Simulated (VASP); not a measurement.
Input of a VASP 6.6.1 run:

Contents of INCAR:

```
SYSTEM = Si
PREC = Accurate ; ENCUT = 520
EDIFF = 1E-8 ; ISMEAR = 0
SIGMA = 0.01 ; LREAL = .FALSE.
LASPH = .TRUE. ; NELM = 80
ALGO = Normal ; ISIF = 2
LWAVE = .FALSE. ; LCHARG = .FALSE.
GGA = PE ; LEPSILON = .TRUE.
```

The input KPOINTS:

```
Automatic mesh
0
G
  6 6 4
  0 0 0
```

POSCAR

```
Si
1.0
    3.8321296558      0.0000000000      0.0000000000
   -1.9160648279      3.3187216325      0.0000000000
    0.0000000000      0.0000000000      6.3412164343
Si
4
Direct
    0.3333333333      0.6666666667      0.0005609359
    0.6666666667      0.3333333333      0.5005609359
    0.3333333333      0.6666666667      0.3744390641
    0.6666666667      0.3333333333      0.8744390641
```

Potentials or basis: VASP PAW PBE potentials, release 64 (Si).

Launch:

```sh
$ cat potpaw_PBE.64/Si/POTCAR > POTCAR
$ mpirun -np 1 vasp_std > vasp.out
```

(1) Estimate the electronic dielectric tensor (diagonal).

(2) Predict the Born charges (mean of the diagonal).

(3) What does it give for the band gap on the k mesh?

Results:

(1) 15.32, 15.32, 13.35.

(2) Si +0.00 e.

(3) 0.42 eV (least direct gap 1.04 eV).

Caveat: the gap is small at this level, which inflates the dielectric constant.
